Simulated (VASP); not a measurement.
# CoO (P6_3/mmc) in VASP: notebook

Runs on CoO. Level: PBE. Tasks: single point.

Program: VASP 6.6.1. These are calculated values, not measurements. Logs are shortened: lines on timing, memory, paths and dates and some standing lists are left out, and cuts for length are marked.

## Step 1: The cell of the first run

The structure is hexagonal, space group P6_3/mmc (No. 194). The conventional cell has a = 2.842 Å, b = 2.842 Å, c = 5.428 Å, α = 90.00°, β = 90.00°, γ = 120.00°. Co (site symmetry -6m2) has 6 O at 2.13 Å and 6 Co at 2.84 Å within 2.9 Å. O (site symmetry -3m) has 6 Co at 2.13 Å and 8 O at 2.71 to 2.84 Å within 2.9 Å.

## Step 2: Single point, PBE, collinear spin, ferromagnetic start

Contents of INCAR:

```
PREC     = Accurate       # precision mode
ENCUT    = 520            # plane-wave cutoff, eV
EDIFF    = 1E-6           # SCF threshold, eV
ISMEAR   = 0              # smearing method
SIGMA    = 0.1            # smearing width, eV
LREAL    = F              # projectors in reciprocal space
LASPH    = T              # aspherical terms in the spheres
NELM     = 150            # most SCF steps
ALGO     = Normal         # electronic algorithm
ISIF     = 2              # what is computed and relaxed
LWAVE    = F              # write WAVECAR
LCHARG   = F              # write CHGCAR
ISPIN    = 2              # spin polarisation
MAGMOM   = 2.74 2.74 0.35 0.35 # initial moments
LORBIT   = 11             # projections on sites
LMAXMIX  = 4              # l up to which the mixer works
GGA      = PE             # functional
NBANDS   = 27             # bands
```

Contents of KPOINTS:

```
Automatic mesh
0
Gamma
  12 12 9
```

Contents of POSCAR:

```
CoO
1.0
    2.8419915817      0.0000000000      0.0000000000
   -1.4209957908      2.4612369071      0.0000000000
    0.0000000000      0.0000000000      5.4284239765
Co O
2 2
Direct
    0.0000000000      0.0000000000      0.0000000000
    0.3333333333      0.6666666667      0.5000000000
    0.6666666667      0.3333333333      0.2500000000
    0.6666666667      0.3333333333      0.7500000000
```

Potentials or basis: VASP PAW PBE potentials, release 64 (Co, O).

On the command line:

```sh
$ cat potpaw_PBE.64/Co/POTCAR potpaw_PBE.64/O/POTCAR > POTCAR
$ mpirun -np 1 vasp_std > vasp.out
```

OUTCAR:

```text
PREC = Accurate
   ENCUT = 520
   EDIFF = 1E-6
   ISMEAR = 0
   LREAL = F
   LASPH = T
   NELM = 150
   ISIF = 2
   ISPIN = 2
   LORBIT = 11
   GGA = PE

 ion  position               nearest neighbor table
   1  0.000  0.000  0.000-   3 2.13   4 2.13   3 2.13   4 2.13   3 2.13   4 2.13
   2  0.333  0.667  0.500-   3 2.13   4 2.13   3 2.13   4 2.13   3 2.13   4 2.13
   3  0.667  0.333  0.250-   1 2.13   2 2.13   2 2.13   1 2.13   1 2.13   2 2.13
   4  0.667  0.333  0.750-   1 2.13   2 2.13   2 2.13   1 2.13   1 2.13   2 2.13

  LATTYP: Found a hexagonal cell.
 ALAT       =     2.8419915817
 C/A-ratio  =     1.9100774300

  Lattice vectors:

 A1 = (   2.8419915817,   0.0000000000,   0.0000000000)
 A2 = (  -1.4209957908,   2.4612369071,   0.0000000000)
 A3 = (   0.0000000000,   0.0000000000,   5.4284239765)

Analysis of symmetry for initial positions (statically):
=====================================================================
 Subroutine PRICEL returns:
 Original cell was already a primitive cell.

 Routine SETGRP: Setting up the symmetry group for a
 hexagonal supercell.

 Subroutine GETGRP returns: Found 24 space group operations
 (whereof 12 operations were pure point group operations)
 out of a pool of 24 trial point group operations.

The static configuration has the point symmetry D_3h.
 The point group associated with its full space group is D_6h.

Analysis of symmetry for dynamics (positions and initial velocities):
=====================================================================
 Subroutine PRICEL returns:
 Original cell was already a primitive cell.

 Routine SETGRP: Setting up the symmetry group for a
 hexagonal supercell.

 Subroutine GETGRP returns: Found 24 space group operations
 (whereof 12 operations were pure point group operations)
 out of a pool of 24 trial point group operations.

The dynamic configuration has the point symmetry D_3h.
 The point group associated with its full space group is D_6h.

Analysis of structural, dynamic, and magnetic symmetry:
=====================================================================
 Subroutine PRICEL returns:
 Original cell was already a primitive cell.

 Routine SETGRP: Setting up the symmetry group for a
 hexagonal supercell.

 Subroutine GETGRP returns: Found 24 space group operations
 (whereof 12 operations were pure point group operations)
 out of a pool of 24 trial point group operations.

The overall configuration has the point symmetry D_3h.
[... 131 lines left out ...]
   AEXX    =    0.0000 exact exchange contribution
   IVDW    =     0    specifies the selected vdW correction
   LEPSILON=     F    determine dielectric tensor
   LRPA    =     F    only Hartree local field effects (RPA)
 spin polarized calculation
 Gauss-broadening in eV      SIGMA  =   0.10
  energy-cutoff  :      520.00
  volume of cell :       37.97
 maximum number of plane-waves:      1036
 NGX is ok and might be reduce to    24
   NGX = 11   NGY = 11   NGZ = 21

 number of electron      30.0000007 magnetization       5.9998639

 Free energy of the ion-electron system (eV)
  ---------------------------------------------------
  ext. energy  EPLUGINS =         0.00000000
  ---------------------------------------------------
  free energy    TOTEN  =       -25.85233583 eV

  energy without entropy =      -25.82679814  energy(sigma->0) =      -25.83956698

 E-fermi :   8.1340     XC(G=0): -12.5370

 val. band max:        8.1333799435   @ k =   0.3333   0.0833   0.3333
 cond. band min:       8.1366834590   @ k =   0.0833   0.0000   0.2222
 fundamental gap:      0.0033035155
 Fermi energy:         8.1340115880

 spin component 1

 k-point     1 :       0.0000    0.0000    0.0000
  band No.  band energies     occupation
      1     -12.2624      1.00000
      2     -11.1901      1.00000
      3      -0.5583      1.00000
      4       3.1792      1.00000
      5       3.1792      1.00000
      6       3.7275      1.00000
[... 709 lines left out ...]
     26      23.3585      0.00000
     27      24.9923      0.00000

 [... further k-points ...]

 spin component 2

 k-point     1 :       0.0000    0.0000    0.0000
  band No.  band energies     occupation
      1     -11.6455      1.00000
      2     -10.5227      1.00000
      3      -0.0667      1.00000
      4       4.4818      1.00000
      5       4.4818      1.00000
      6       5.2786      1.00000
[... 709 lines left out ...]
     26      23.9280      0.00000
     27      25.7266      0.00000

 [... further k-points ...]

------------------------ aborting loop because EDIFF is reached ----------------------------------------

  FORCE on cell =-STRESS in cart. coord.  units (eV):
  Direction    XX          YY          ZZ          XY          YZ          ZX
  --------------------------------------------------------------------------------------
  -------------------------------------------------------------------------------------
  Total       -0.0305272     -0.0305272     -0.1925511     -0.0000000      0.0000000      0.0000000
  in kB       -1.2880931     -1.2880931     -8.1246873     -0.0000000      0.0000000      0.0000000
  external PRESSURE =      -3.5669578 kB  Pullay stress =       0.0000000 kB

 VOLUME and BASIS-vectors are now :
 -----------------------------------------------------------------------------
  energy-cutoff  :      520.00
  volume of cell :       37.97
      direct lattice vectors                 reciprocal lattice vectors
     2.841991582  0.000000000  0.000000000     0.351865926  0.203149887  0.000000000
    -1.420995791  2.461236907  0.000000000     0.000000000  0.406299774  0.000000000
     0.000000000  0.000000000  5.428423977     0.000000000  0.000000000  0.184215530

 POSITION                                       TOTAL-FORCE (eV/Angst)
 -----------------------------------------------------------------------------------
      0.00000      0.00000      0.00000        -0.000000      0.000000      0.000000
     -0.00000      1.64082      2.71421         0.000000      0.000000      0.000000
      1.42100      0.82041      1.35711         0.000000      0.000000     -0.000000
      1.42100      0.82041      4.07132        -0.000000     -0.000000     -0.000000
 -----------------------------------------------------------------------------------
    total drift:                               -0.000000      0.000000     -0.000000

  FREE ENERGIE OF THE ION-ELECTRON SYSTEM (eV)
  ---------------------------------------------------
  free  energy   TOTEN  =       -25.8523358254 eV

  energy  without entropy=      -25.8267981362  energy(sigma->0) =      -25.83956698

 total charge

# of ion       s       p       d       tot
------------------------------------------
    1        0.303   0.374   7.133   7.809
    2        0.303   0.374   7.133   7.809
    3        1.560   3.415   0.000   4.976
    4        1.560   3.415   0.000   4.976
--------------------------------------------------
tot          3.726   7.578  14.265  25.569

 magnetization (x)

# of ion       s       p       d       tot
------------------------------------------
    1        0.012   0.015   2.539   2.566
    2        0.012   0.015   2.539   2.566
    3        0.028   0.350   0.000   0.378
    4        0.028   0.350   0.000   0.378
--------------------------------------------------
tot          0.081   0.730   5.078   5.888
```

Wall time 1.7 min (1 thread of Intel Xeon Platinum 8488C (Sapphire Rapids), shared host); peak memory 0.27 GiB.

What came out:

```
Free energy                                           : -25.8523 eV
Pressure                                              : -0.4 GPa
Band gap on the k mesh                                : zero (filled and empty bands overlap)
Net moment                                            : 6.00 μB per cell
Site moments                                          : Co +2.57; O +0.38 μB
Valence electrons inside the program's atomic spheres : Co 7.81; O 4.98
```

Stress tensor (GPa, compression positive):
```
-0.13  0.00  0.00
 0.00 -0.13  0.00
 0.00  0.00 -0.81
```

Levels at points of the mesh, in eV from the Fermi level:
Spin up:
```
           k point  band 14  band 15  band 16  band 17  band 18  band 19  band 20  band 21  band 22  band 23
(0.00, 0.00, 0.00)    -2.25    -1.02    -1.02    -0.92    -0.92     0.73     6.86     6.97    14.77    15.81
(0.50, 0.00, 0.00)    -2.11    -2.09    -1.60    -0.27    -0.19     4.50     6.24     8.15    11.12    11.79
```
Spin down:
| k point | band 9 | band 10 | band 11 | band 12 | band 13 | band 14 | band 15 | band 16 |
| --- | --- | --- | --- | --- | --- | --- | --- | --- |
| (0.00, 0.00, 0.00) | -2.09 | -1.02 | -1.02 | -0.64 | -0.01 | -0.01 | 0.91 | 0.91 |
| (0.50, 0.00, 0.00) | -2.33 | -0.77 | -0.15 | 0.22 | 0.26 | 0.29 | 0.35 | 0.41 |

Caveat: semilocal functionals often make such compounds metallic where correlation or magnetic order opens a gap, which also shifts bond lengths. With open d or f shells a metallic result of PBE can be an artefact of self-interaction; +U or a hybrid may open a gap.

## Step 3: Single point, PBE, collinear spin, ferromagnetic start

This run uses another cell than the first one, of 9.53 Å³/atom.

Contents of INCAR:

```
SYSTEM = CoO
ALGO     = Normal         ! electronic algorithm
EDIFF    = 1E-6           ! SCF threshold, eV
ENCUT    = 520            ! plane-wave cutoff, eV
GGA      = PE             ! functional
ISIF     = 2              ! what is computed and relaxed
ISMEAR   = 0              ! smearing method
ISPIN    = 2              ! spin polarisation
LASPH    = .True.         ! aspherical terms in the spheres
LCHARG   = .False.        ! write CHGCAR
LMAXMIX  = 4              ! l up to which the mixer works
LORBIT   = 11             ! projections on sites
LREAL    = .False.        ! projectors in reciprocal space
LWAVE    = .False.        ! write WAVECAR
MAGMOM   = 2.74 2.74 0.35 0.35 ! initial moments
NBANDS   = 27             ! bands
NELM     = 150            ! most SCF steps
PREC     = Accurate       ! precision mode
SIGMA    = 0.1            ! smearing width, eV
```

Contents of KPOINTS:

```
k-points
0
Gamma
  12 12 9
  0 0 0
```

Contents of POSCAR:

```
CoO
1.0
    2.9145891984      0.0000000000      0.0000000000
   -1.4572945992      2.5241082874      0.0000000000
    0.0000000000      0.0000000000      5.1817060195
Co O
2 2
Direct
    0.0000000000      0.0000000000      0.0000000000
    0.0000000000      0.0000000000      0.5000000000
    0.3333333333      0.6666666667      0.2500000000
    0.6666666667      0.3333333333      0.7500000000
```

Potentials or basis: VASP PAW PBE potentials, release 64 (Co, O).

On the command line:

```sh
$ cat potpaw_PBE.64/Co/POTCAR potpaw_PBE.64/O/POTCAR > POTCAR
$ mpirun -np 1 vasp_std > vasp.out
```

Wall time 1.7 min (1 thread of Intel Xeon Platinum 8488C (Sapphire Rapids), shared host); peak memory 0.26 GiB.

It converged, with:

* Free energy: -26.3490 eV
* Pressure: -0.5 GPa
* Net moment: 5.95 μB per cell
* Site moments: Co +2.57; O +0.36 μB
* Valence electrons inside the program's atomic spheres: Co 7.86; O 4.97

Stress tensor (GPa, compression positive):
```
-0.41  0.00  0.00
 0.00 -0.41  0.00
 0.00  0.00 -0.65
```

Levels at points of the mesh, in eV from the Fermi level:
Spin up:
```tsv
k point	band 14	band 15	band 16	band 17	band 18	band 19	band 20	band 21	band 22	band 23
(0.00, 0.00, 0.00)	-2.28	-2.28	-1.71	-0.02	-0.02	1.14	5.80	8.65	15.25	15.25
(0.50, 0.00, 0.00)	-1.98	-1.95	-1.66	-0.09	0.05	5.93	8.16	8.23	9.36	11.12
```
Spin down:
| k point | band 8 | band 9 | band 10 | band 11 | band 12 | band 13 | band 14 | band 15 | band 16 | band 17 |
| --- | --- | --- | --- | --- | --- | --- | --- | --- | --- | --- |
| (0.00, 0.00, 0.00) | -2.23 | -2.18 | -1.00 | -1.00 | -0.68 | -0.68 | 0.47 | 0.47 | 0.86 | 1.71 |
| (0.50, 0.00, 0.00) | -3.38 | -2.14 | -0.98 | 0.03 | 0.06 | 0.26 | 0.71 | 0.73 | 0.92 | 2.56 |

Caveat: semilocal functionals often make such compounds metallic where correlation or magnetic order opens a gap, which also shifts bond lengths.
